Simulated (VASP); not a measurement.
A run of VASP 6.6.1 is set up as follows.

Contents of POSCAR:

```
SiNi3
1.0
    3.4651445263      0.0000000000      0.0000000000
    0.0000000000      3.4651445263      0.0000000000
    0.0000000000      0.0000000000      3.4651445263
Si Ni
1 3
Direct
    0.0000000000      0.0000000000      0.0000000000
    0.0000000000      0.5000000000      0.5000000000
    0.5000000000      0.0000000000      0.5000000000
    0.5000000000      0.5000000000      0.0000000000
```

Contents of INCAR.step1:

```
  PREC = Accurate
  ENCUT = 600
  ISMEAR = 0
  SIGMA = 0.1
  LREAL = F
  LASPH = T
  NELM = 100
  GGA = PE
  ALGO = Normal
  EDIFF = 1E-4
  LWAVE = T
  LCHARG = F
```

The input INCAR.step2:

```
  PREC = Accurate
  ENCUT = 600
  EDIFF = 1E-6
  ISMEAR = 0
  SIGMA = 0.1
  LREAL = F
  LASPH = T
  NELM = 100
  ALGO = Normal
  ISIF = 3
  LWAVE = F
  LCHARG = F
  METAGGA = R2SCAN
  LMIXTAU = T
  IBRION = 2
  NSW = 100
  EDIFFG = -0.005
  ISTART = 1
```

The input KPOINTS:

```
Automatic mesh
0
Gamma
  12 12 12
```

Potentials or basis: VASP PAW PBE potentials, release 64 (Si, Ni).

Run with:

```bash
$ cat potpaw_PBE.64/Si/POTCAR potpaw_PBE.64/Ni/POTCAR > POTCAR
$ cp INCAR.step1 INCAR
$ mpirun -np 1 vasp_std > vasp.out
$ cp INCAR.step2 INCAR
$ mpirun -np 1 vasp_std > vasp.out
```

**Question.** Estimate the space group after relaxing (to 0.05 Å).

**Answer.** Pm-3m (No. 221).

**Question.** Estimate the band gap on the k mesh.

**Answer.** Zero (band 17 reaches 11.05 eV, above the bottom of band 18 at 10.77 eV).

**Question.** Predict the relaxed volume.

**Answer.** 10.41 Å³/atom.

Final structure:
```
Si Ni
1.0
     3.46621    0.00000    0.00000
     0.00000    3.46621    0.00000
     0.00000    0.00000    3.46621
Si Ni
1 3
Direct
  0.00000 0.00000 0.00000
  0.00000 0.50000 0.50000
  0.50000 0.00000 0.50000
  0.50000 0.50000 0.00000
```

Caveat: the PAW data sets were made with another functional, which shifts forces and pressure a little. Spin polarisation is off, so any magnetic state and its effect on volume and gap are missing.
